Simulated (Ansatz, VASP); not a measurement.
# One calculation of Si, two programs

File INCAR:

```
SYSTEM = Si
  ALGO = Normal
  EDIFF = 1E-6
  ENCUT = 520
  GGA = CA
  ISIF = 2
  ISMEAR = -1
  LASPH = .True.
  LCHARG = .False.
  LREAL = .False.
  LWAVE = .False.
  NBANDS = 11
  NELM = 80
  PREC = Accurate
  SIGMA = 0.08
```

File KPOINTS:

```
k-points
0
Gamma
  12 12 12
  0 0 0
```

POSCAR

```
Si
1.0
    0.0543094000      2.7426247000      2.7426247000
    2.7426247000      0.0543094000      2.7426247000
    2.7426247000      2.7426247000      0.0543094000
Si
2
Direct
    0.5000000000      0.5000000000      0.5000000000
    0.7500000000      0.7500000000      0.7500000000
```

Input for Ansatz:

```yaml
crystal:
  lattice:
    - [0.0543094, 2.7426247, 2.7426247]
    - [2.7426247, 0.0543094, 2.7426247]
    - [2.7426247, 2.7426247, 0.0543094]
  atoms:
    - { symbol: Si, position: [0.5, 0.5, 0.5] }
    - { symbol: Si, position: [0.75, 0.75, 0.75] }
kpoints:
  mp_grid: { grid: [12, 12, 12] }
  band_path:
    path:
      - [0.0, 0.0, 0.0]
      - [0.5, 0.5, 0.5]
      - [0.2451701269, 0.5, 0.7548298731]
      - [-0.2451701269, 0.2451701269, 0.5]
      - [0.0, 0.0, 0.5]
      - [0.0, 0.0, 0.0]
      - [-0.3725850634, 0.0, 0.3725850634]
      - [0.0, 0.3725850634, 0.6274149366]
      - [0.0, 0.5, 0.5]
    npoints: 5
scf:
  occupations: { method: fermi_dirac, width: 0.08 }
hamiltonian:
  xc: lda
  pseudopotentials: { kind: all_electron, lapw: { basis_error: 0.00025 } }
output:
  forces: true
  stress: true
  eigenvalues: true
```

Change from the starting cell: equal xy, yz and zx shear strains of +2 %.

Alike in both runs: task single point; functional LDA; k mesh 12 × 12 × 12; occupations fermi-dirac, width 0.08 eV; no spin polarisation.

```csv
,VASP,Ansatz
version,VASP 6.6.1,Ansatz 0.2.0
potentials or method,"VASP PAW LDA potentials, release 64 (Si), cutoff 520 eV","all-electron LAPW, scalar-relativistic"
```

Ansatz gave:

* pressure (GPa): -1.4
* traceless stress, the component that is largest in VASP (GPa): -1.92
* rms of the force components (eV/Å): 0.167

Q: What did VASP give for the same quantities?

A: Pressure (GPa): -1.3; traceless stress, the component that is largest in VASP (GPa): -1.94; rms of the force components (eV/Å): 0.168.

LDA's correlation is that of Perdew and Zunger in VASP and of Perdew and Wang (1992) in Ansatz. Atom by atom the forces differ by 0.000 eV/Å (rms over components). Ansatz ran all-electron here, and VASP with PAW potentials.
